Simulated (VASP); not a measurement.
Write the native input for VASP 6.6.1 that does the following.

```yaml
Task: relaxation of cell and atoms
Functional: PBE
Potentials_or_basis: VASP PAW PBE potentials, release 64 (Ru_pv, Al)
Cutoff: 600 eV
k_mesh: 13 × 13 × 12
Occupations: fermi-dirac, width 0.05 eV
Spin: no spin polarisation
Dipole_correction: no
Further_INCAR_settings: ALGO = Normal; EDIFF = 1e-06; IBRION = 2; EDIFFG = -0.005; NSW = 60; ISIF = 3
```

The structure of AlRu (WC type) lies in POSCAR:

```
AlRu
1.0
    3.3488558192      0.0000000000      0.0000000000
   -1.6744279096      2.9001942130      0.0000000000
    0.0000000000      0.0000000000      3.2818787028
Ru Al
1 1
Direct
    0.0000000000      0.0000000000      0.0000000000
    0.3333333333      0.6666666667      0.5000000000
```

One way to write it, as run:

INCAR

```
SYSTEM = AlRu
ALGO = Normal
EDIFF = 1E-6
EDIFFG = -0.005
ENCUT = 600
GGA = PE
IBRION = 2
ISIF = 3
ISMEAR = -1
LASPH = .True.
LCHARG = .False.
LREAL = .False.
LWAVE = .False.
NELM = 60
NSW = 60
PREC = Accurate
SIGMA = 0.05
```

KPOINTS

```
k-points
0
Gamma
  13 13 12
  0 0 0
```

Potentials or basis: VASP PAW PBE potentials, release 64 (Ru_pv, Al).

The run is started by

```bash
$ cat potpaw_PBE.64/Ru_pv/POTCAR potpaw_PBE.64/Al/POTCAR > POTCAR
$ mpirun -np 1 vasp_std > vasp.out
```

Results of the run:

- Relaxed volume: 14.13 Å³/atom
- Relaxed cell: a = 2.896 Å, b = 2.896 Å, c = 3.891 Å, α = 90.00°, β = 90.00°, γ = 120.00°
- Space group after relaxing (to 0.05 Å): P-6m2 (No. 187)
- Energy gained by relaxing: 217.2 meV/atom
- Ionic steps: 10
- Pressure after relaxing: 0.0 GPa

It took 2.5 min on 1 thread of Intel(R) Xeon(R) 6975P-C (Granite Rapids), with other jobs on the host, peak memory 0.22 GiB.
